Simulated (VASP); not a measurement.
# YGeF (I4/mmm) in VASP: single point with r2SCAN

Aim: the single point of YGeF with r2SCAN.

All numbers are computed with VASP 6.6.1; they aren't measurements. Logs are shortened: lines on timing, memory, paths and dates and some standing lists are left out, and cuts for length are marked.

### Step 1. The cell of the first run

It takes space group I4/mmm (No. 139, tetragonal). Conventional cell: a = 3.652 Å, b = 3.652 Å, c = 15.659 Å, α = 90.00°, β = 90.00°, γ = 90.00°. Within 3.7 Å of Ge (site symmetry 4mm) lie 8 Ge at 2.82 to 3.65 Å and 5 Y at 2.88 to 3.12 Å. F (site symmetry mmm) has 4 Y at 2.43 Å and 4 F at 2.58 Å within 3.2 Å. Y (site symmetry 4mm) has 4 F at 2.43 Å and 5 Ge at 2.88 to 3.12 Å within 3.2 Å.

### Step 2. Single point, r2SCAN

POSCAR

```
YGeF
1.0
    0.0000000000      3.6515805887      0.0000000000
    3.6515805887      0.0000000000      0.0000000000
    1.8257902943      1.8257902943     -7.8292998637
Ge F Y
2 2 2
Direct
    0.2138414107      0.2138414107      0.5723171786
    0.7861585893      0.7861585893      0.4276828214
    0.5000000000      0.0000000000      0.0000000000
    0.0000000000      0.5000000000      0.0000000000
    0.3976738403      0.3976738403      0.2046523195
    0.6023261597      0.6023261597      0.7953476805
```

INCAR.step1

```
SYSTEM = YGeF
  PREC = Accurate
  ENCUT = 520
  ISMEAR = -1
  SIGMA = 0.0757
  LREAL = .FALSE.
  LASPH = .TRUE.
  NELM = 100
  NBANDS = 41
  GGA = PE
  ALGO = Normal
  EDIFF = 1E-4
  LWAVE = .TRUE.
  LCHARG = .FALSE.
```

INCAR.step2

```
SYSTEM = YGeF
  PREC = Accurate
  ENCUT = 520
  EDIFF = 1E-7
  ISMEAR = -1
  SIGMA = 0.0757
  LREAL = .FALSE.
  LASPH = .TRUE.
  NELM = 100
  ALGO = Normal
  ISIF = 2
  LWAVE = .FALSE.
  LCHARG = .FALSE.
  METAGGA = R2SCAN
  LMIXTAU = .TRUE.
  NBANDS = 41
  ISTART = 1
```

KPOINTS

```
Automatic mesh
0
G
  7 7 7
  0 0 0
```

Potentials or basis: VASP PAW PBE potentials, release 64 (Ge_d, F, Y_sv).

Launch:

```
cat potpaw_PBE.64/Ge_d/POTCAR potpaw_PBE.64/F/POTCAR potpaw_PBE.64/Y_sv/POTCAR > POTCAR
cp INCAR.step1 INCAR
mpirun -np 1 vasp_std > vasp.out
cp INCAR.step2 INCAR
mpirun -np 1 vasp_std > vasp.out
```

OUTCAR:

```text
SYSTEM = YGeF
   PREC = Accurate
   ENCUT = 520
   EDIFF = 1E-7
   ISMEAR = -1
   LREAL = .FALSE.
   LASPH = .TRUE.
   NELM = 100
   ISIF = 2
   METAGGA = R2SCAN
   ISTART = 1

 ion  position               nearest neighbor table
   1  0.214  0.214  0.572-   2 2.82   2 2.82   2 2.82   2 2.82   5 2.88   6 3.12   6 3.12   6 3.12
                             6 3.12
   2  0.786  0.786  0.428-   1 2.82   1 2.82   1 2.82   1 2.82   6 2.88   5 3.12   5 3.12   5 3.12
                             5 3.12
   3  0.500  0.000  0.000-   6 2.43   5 2.43   6 2.43   5 2.43
   4  0.000  0.500  0.000-   6 2.43   5 2.43   6 2.43   5 2.43
   5  0.398  0.398  0.205-   4 2.43   3 2.43   3 2.43   4 2.43   1 2.88   2 3.12   2 3.12   2 3.12
                             2 3.12   6 3.20
   6  0.602  0.602  0.795-   3 2.43   4 2.43   3 2.43   4 2.43   2 2.88   1 3.12   1 3.12   1 3.12
                             1 3.12   5 3.20

  LATTYP: Found a body centered tetragonal cell.
 ALAT       =     3.6515805887
 C/A-ratio  =     4.2881703818

  Lattice vectors:

 A1 = (  -1.8257902943,   1.8257902944,   7.8292998637)
 A2 = (   1.8257902944,  -1.8257902943,   7.8292998637)
 A3 = (   1.8257902943,   1.8257902943,  -7.8292998637)

Analysis of symmetry for initial positions (statically):
=====================================================================
 Subroutine PRICEL returns:
 Original cell was already a primitive cell.

 Routine SETGRP: Setting up the symmetry group for a
 body centered tetragonal supercell.

 Subroutine GETGRP returns: Found 16 space group operations
 (whereof 16 operations were pure point group operations)
 out of a pool of 16 trial point group operations.

The static configuration has the point symmetry D_4h.

Analysis of symmetry for dynamics (positions and initial velocities):
=====================================================================
 Subroutine PRICEL returns:
 Original cell was already a primitive cell.

 Routine SETGRP: Setting up the symmetry group for a
 body centered tetragonal supercell.

 Subroutine GETGRP returns: Found 16 space group operations
 (whereof 16 operations were pure point group operations)
 out of a pool of 16 trial point group operations.

The dynamic configuration has the point symmetry D_4h.

 Subroutine INISYM returns: Found 16 space group operations
 (whereof 16 operations are pure point group operations),
 and found     1 'primitive' translations

----------------------------------------------------------------------------------------

                                     Primitive cell

  volume of cell :     104.3962

  direct lattice vectors                    reciprocal lattice vectors
     0.000000000  3.651580589  0.000000000     0.000000000  0.273854014  0.063862671
     3.651580589  0.000000000  0.000000000     0.273854014  0.000000000  0.063862671
     1.825790294  1.825790294 -7.829299864     0.000000000  0.000000000 -0.127725342

  length of vectors
     3.651580589  3.651580589  8.244086168     0.281201816  0.281201816  0.127725342

  position of ions in fractional coordinates (direct lattice)
     0.213841411  0.213841411  0.572317179
     0.786158589  0.786158589  0.427682821
     0.500000000  0.000000000  0.000000000
     0.000000000  0.500000000  0.000000000
     0.397673840  0.397673840  0.204652319
     0.602326160  0.602326160  0.795347681

  ion indices of the primitive-cell ions
   primitive index   ion index
                 1           1
                 2           2
                 3           3
                 4           4
                 5           5
                 6           6

----------------------------------------------------------------------------------------

 KPOINTS: Automatic mesh

Automatic generation of k-mesh.
 Grid dimensions read from file:
 generate k-points for:    7    7    7

 Generating k-lattice:

  Cartesian coordinates                     Fractional coordinates (reciprocal lattice)
     0.000000000  0.039122002  0.009123239     0.142857143  0.000000000  0.000000000
     0.039122002  0.000000000  0.009123239     0.000000000  0.142857143  0.000000000
     0.000000000  0.000000000 -0.018246477     0.000000000  0.000000000  0.142857143

  Length of vectors
     0.040171688  0.040171688  0.018246477

  Shift w.r.t. Gamma in fractional coordinates (k-lattice)
     0.000000000  0.000000000  0.000000000

 Subroutine IBZKPT returns following result:
 ===========================================

 Found     40 irreducible k-points:

 Following reciprocal coordinates:
            Coordinates               Weight
  0.000000  0.000000  0.000000      1.000000
  0.142857  0.000000 -0.000000      8.000000
  0.285714  0.000000 -0.000000      8.000000
  0.428571  0.000000 -0.000000      8.000000
  0.142857  0.142857 -0.000000      8.000000
  0.285714  0.142857 -0.000000     16.000000
[... 16 lines left out ...]
  0.285714  0.285714  0.142857      8.000000
  0.428571  0.285714  0.142857     16.000000
 [... further k-points ...]
   k-points           NKPTS =     40   k-points in BZ     NKDIM =     40   number of bands    NBANDS=     41
   number of dos      NEDOS =    301   number of ions     NIONS =      6
   total plane-waves  NPLWV =  50176
   dimension x,y,z NGX =    28 NGY =   28 NGZ =   64
   dimension x,y,z NGXF=    56 NGYF=   56 NGZF=  128
   ions per type =               2   2   2
   NGX,Y,Z   is equivalent  to a cutoff of  12.75, 12.75, 12.91 a.u.
   NGXF,Y,Z  is equivalent  to a cutoff of  25.50, 25.50, 25.81 a.u.
 SYSTEM =  YGeF
   PREC   = accura    normal or accurate (medium, high low for compatibility)
   ISTART =      1    job   : 0-new  1-cont  2-samecut
   ICHARG =      0    charge: 1-file 2-atom 10-const
   ISPIN  =      1    spin polarized calculation?
   LNONCOLLINEAR =      F non collinear calculations
   LSORBIT =      F    spin-orbit coupling
   LASPH  =      T    aspherical Exc in radial PAW
   ENCUT  =  520.0 eV  38.22 Ry    6.18 a.u.   6.79  6.79 15.33*2*pi/ulx,y,z
   NELM   =    100;   NELMIN=  2; NELMDL=  0     # of ELM steps
   EDIFF  = 0.1E-06   stopping-criterion for ELM
   LREAL  =      F    real-space projection
   EDIFFG = 0.1E-05   stopping-criterion for IOM
   NSW    =      0    number of steps for IOM
   IBRION =     -1    ionic relax: 0-MD 1-quasi-New 2-CG
   NFREE  =      0    steps in history (QN), initial steepest desc. (CG)
   ISIF   =      2    stress and relaxation
   ISYM   =      2    0-nonsym 1-usesym 2-fastsym
   POTIM  = 0.5000    time-step for ionic-motion
   TEBEG  =    0.0;   TEEND  =   0.0 temperature during run
   PSTRESS=    0.0 pullay stress
   NELECT =      64.0000    total number of electrons
   NUPDOWN=      -1.0000    fix difference up-down
   EMIN   =  10.00;   EMAX   =-10.00  energy-range for DOS
   EFERMI =   0.00;   METHOD = LEGACY
   ISMEAR =    -1;   SIGMA  =   0.08  broadening in eV -4-tet -1-fermi 0-gaus
   EFERMI_NEDOS =   21; number of points for ismear=-14 and -15
   IALGO  =     38    algorithm
   IMIX   =      4    mixing-type and parameters
     AMIX     =   0.40;   BMIX     =  1.00
     AMIX_MAG =   1.60;   BMIX_MAG =  1.00
  volume/ion in A,a.u.               =      17.40       117.42
  Fermi-wavevector in a.u.,A,eV,Ry     =   1.390721  2.628081 26.315084  1.934104
  Thomas-Fermi vector in A             =   2.514629
   LORBIT       =      0    0 simple, 1 ext, 2 COOP (PROOUT), +10 PAW based schemes
   METAGGA = R2SCAN    functional components
   LHFCALC =     F    Hartree Fock is set to
   AEXX    =    0.0000 exact exchange contribution
   IVDW    =     0    specifies the selected vdW correction
   LEPSILON=     F    determine dielectric tensor
   LRPA    =     F    only Hartree local field effects (RPA)
 non-spin polarized calculation
  energy-cutoff  :      520.00
  volume of cell :      104.40
 maximum number of plane-waves:      2837
   NGX = 13   NGY = 13   NGZ = 31

 number of electron      64.0000001 magnetization

 Free energy of the ion-electron system (eV)
  ---------------------------------------------------
  ext. energy  EPLUGINS =         0.00000000
  ---------------------------------------------------
  free energy    TOTEN  =       -87.01037079 eV

  energy without entropy =      -86.94547119  energy(sigma->0) =      -86.97792099

 E-fermi :   5.7007     XC(G=0): -11.4965

 val. band max:        5.6934900508   @ k =   0.4286   0.2857   0.1429
 cond. band min:       5.7152548836   @ k =  -0.4286   0.2857   0.0000
 fundamental gap:      0.0217648328
 Fermi energy:         5.7006973741

 k-point     1 :       0.0000    0.0000    0.0000
  band No.  band energies     occupation
      1     -39.4004      2.00000
      2     -39.3463      2.00000
      3     -22.6147      2.00000
      4     -21.4617      2.00000
      5     -19.4147      2.00000
      6     -19.3855      2.00000
[... 33 lines left out ...]
     40       9.4094      0.00000
     41      10.5103      0.00000

 k-point     2 :       0.1429    0.0000   -0.0000
  band No.  band energies     occupation
      1     -39.3960      2.00000
      2     -39.3428      2.00000
      3     -22.5722      2.00000
      4     -21.5413      2.00000
      5     -19.4161      2.00000
      6     -19.3795      2.00000
[... 33 lines left out ...]
     40       9.3376      0.00000
     41      10.5671      0.00000

 k-point     3 :       0.2857    0.0000   -0.0000
  band No.  band energies     occupation
      1     -39.3862      2.00000
      2     -39.3347      2.00000
      3     -22.4498      2.00000
      4     -21.7475      2.00000
      5     -19.4140      2.00000
      6     -19.3661      2.00000
[... 33 lines left out ...]
     40       9.3474      0.00000
     41      10.1421      0.00000

 k-point     4 :       0.4286    0.0000   -0.0000
  band No.  band energies     occupation
      1     -39.3783      2.00000
      2     -39.3283      2.00000
      3     -22.2632      2.00000
      4     -22.0014      2.00000
      5     -19.3999      2.00000
      6     -19.3729      2.00000
[... 825 lines left out ...]
     40       9.1880      0.00000
     41      10.5201      0.00000

 k-point    23 :       0.2857    0.2857    0.1429
  band No.  band energies     occupation
      1     -39.3723      2.00000
      2     -39.3232      2.00000
      3     -22.3427      2.00000
      4     -21.9105      2.00000
      5     -19.4019      2.00000
      6     -19.3568      2.00000
[... 33 lines left out ...]
     40       9.8379      0.00000
     41      10.3818      0.00000

 k-point    24 :       0.4286    0.2857    0.1429
  band No.  band energies     occupation
      1     -39.3645      2.00000
      2     -39.3169      2.00000
      3     -22.2229      2.00000
      4     -22.0658      2.00000
      5     -19.3892      2.00000
      6     -19.3688      2.00000
[... 33 lines left out ...]
     40      10.3293      0.00000
     41      10.5281      0.00000

 [... further k-points ...]
[... 5 lines left out ...]
  --------------------------------------------------------------------------------------
  -------------------------------------------------------------------------------------
  Total       -0.1017978     -0.1017978      0.0085135      0.0000000      0.0000000      0.0000000
  in kB       -1.5622992     -1.5622992      0.1306580      0.0000000      0.0000000      0.0000000
  external PRESSURE =      -0.9979801 kB  Pullay stress =       0.0000000 kB

 VOLUME and BASIS-vectors are now :
 -----------------------------------------------------------------------------
  energy-cutoff  :      520.00
  volume of cell :      104.40
      direct lattice vectors                 reciprocal lattice vectors
     0.000000000  3.651580589  0.000000000     0.000000000  0.273854014  0.063862671
     3.651580589  0.000000000  0.000000000     0.273854014  0.000000000  0.063862671
     1.825790294  1.825790294 -7.829299864     0.000000000  0.000000000 -0.127725342

 POSITION                                       TOTAL-FORCE (eV/Angst)
 -----------------------------------------------------------------------------------
      1.82579      1.82579     -4.48084        -0.000000     -0.000000     -0.006577
      3.65158      3.65158     -3.34846         0.000000      0.000000      0.006577
      0.00000      1.82579      0.00000         0.000000      0.000000      0.000000
      1.82579      0.00000      0.00000         0.000000      0.000000      0.000000
      1.82579      1.82579     -1.60228        -0.000000     -0.000000     -0.035855
      3.65158      3.65158     -6.22702         0.000000      0.000000      0.035855
 -----------------------------------------------------------------------------------
    total drift:                               -0.000000     -0.000000      0.000000

  FREE ENERGIE OF THE ION-ELECTRON SYSTEM (eV)
  ---------------------------------------------------
  free  energy   TOTEN  =       -87.0103707890 eV

  energy  without entropy=      -86.9454711901  energy(sigma->0) =      -86.97792099
```

It took 16 min on 1 thread of AMD EPYC 7R43 (Zen 3), shared host; peak memory 0.31 GiB.

What came out:

| Quantity | Value |
| --- | --- |
| Free energy | -87.0104 eV |
| Pressure | -0.1 GPa |
| Largest force | 0.036 eV/Å |
| Band gap on the k mesh | zero (band 32 reaches 6.26 eV, above the bottom of band 33 at 5.45 eV) |

Forces in eV/Å, atoms in the order of the input:
```
Ge   0.000  0.000 -0.007
Ge   0.000  0.000  0.007
F    0.000  0.000  0.000
F    0.000  0.000  0.000
Y    0.000  0.000 -0.036
Y    0.000  0.000  0.036
```

Caveat: the PAW data sets were made with another functional, which shifts forces and pressure a little.
